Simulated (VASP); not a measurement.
A run of VASP 6.6.1 is set up as follows.

The input INCAR:

```
SYSTEM = BaTiO3
  PREC = Accurate
  ENCUT = 520
  EDIFF = 1E-6
  ISMEAR = 0
  SIGMA = 0.02
  LREAL = .False.
  LASPH = .True.
  NELM = 150
  ALGO = Normal
  ISIF = 2
  LWAVE = .False.
  LCHARG = .False.
  LMAXMIX = 4
  LDAU = .True.
  LDAUTYPE = 2
  LDAUL = -1 2 -1
  LDAUU = 0 4 0
  LDAUJ = 0 0 0
  LDAUPRINT = 1
  GGA = PE
  NBANDS = 28
```

The input KPOINTS:

```
Automatic mesh
0
Gamma
  6 6 6
  0 0 0
```

File POSCAR:

```
BaTiO3
1.0
    2.9034328072      1.6815029774      2.3777314851
   -2.9034328072      1.6815029774      2.3777314851
    0.0000000000     -3.2516909076      2.2996356554
Ba Ti O
1 1 3
Direct
    0.0053132214      0.0053132214     -0.0057654902
    0.5185809384      0.5185809384      0.4942459188
    0.4892279205      0.9741542149      0.4942095290
    0.4838247048      0.4838247048      0.9942015133
    0.9741542149      0.4892279205      0.4942095290
```

Potentials or basis: VASP PAW PBE potentials, release 64 (Ba_sv, Ti_sv, O).

The run is started by

```bash
$ cat potpaw_PBE.64/Ba_sv/POTCAR potpaw_PBE.64/Ti_sv/POTCAR potpaw_PBE.64/O/POTCAR > POTCAR
$ mpirun -np 1 vasp_std > vasp.out
```

What does it give for the largest force?

0.657 eV/Å.

What does it give for the pressure?

2.6 GPa.

Stress tensor (GPa, compression positive):
```
 2.12  0.00  0.00
 0.00  2.97 -0.42
 0.00 -0.42  2.67
```
